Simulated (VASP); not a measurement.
The system is NaZnCl3.

```
CELL_PARAMETERS angstrom
4.36769 0.00000 0.00000
0.00000 4.36769 0.00000
0.00000 0.00000 4.36769
ATOMIC_POSITIONS crystal
Na 0.00000 0.00000 0.00000
Zn 0.50000 0.50000 0.50000
Cl 0.50000 0.50000 0.00000
Cl 0.50000 0.00000 0.50000
Cl 0.00000 0.50000 0.50000
```

```yaml
Program: VASP 6.6.1
Task: relaxation of cell and atoms
Functional: PBEsol
Potentials_or_basis: VASP PAW PBE potentials, release 64 (Na_pv, Zn, Cl)
Cutoff: 600 eV
k_mesh: 6 × 6 × 6
Occupations: fermi-dirac, width 0.03 eV
Spin: no spin polarisation
```

At the start: pressure 25.7 GPa; volume 16.66 Å³/atom.

Q: Where does the relaxation end?

A: Over 4 steps the energy falls by 353.2 meV/atom and the volume is 22.50 Å³/atom (+35.0 %); space group Pm-3m (No. 221, to 0.1 Å) before and after.

Step by step:
| step | energy change (eV) | largest force (eV/Å) | pressure (GPa) | volume (Å³) |
| --- | --- | --- | --- | --- |
| 1 | 0.0000 | 0.0000 | 25.67 | 83.32 |
| 2 | -1.7080 | 0.0000 | -2.36 | 119.84 |
| 3 | -1.7654 | 0.0000 | 0.33 | 111.60 |
| 4 | -1.7662 | 0.0000 | -0.01 | 112.52 |

Final structure:
```
Na Zn Cl
1.0
     4.82769    0.00000    0.00000
     0.00000    4.82769    0.00000
     0.00000    0.00000    4.82769
Na Zn Cl
1 1 3
Direct
  0.00000 0.00000 0.00000
  0.50000 0.50000 0.50000
  0.50000 0.50000 0.00000
  0.50000 0.00000 0.50000
  0.00000 0.50000 0.50000
```

Caveat: the volume moved by over 15 % at a fixed basis, so the end points are rough; the PAW data sets were made with another functional, which shifts forces and pressure a little.
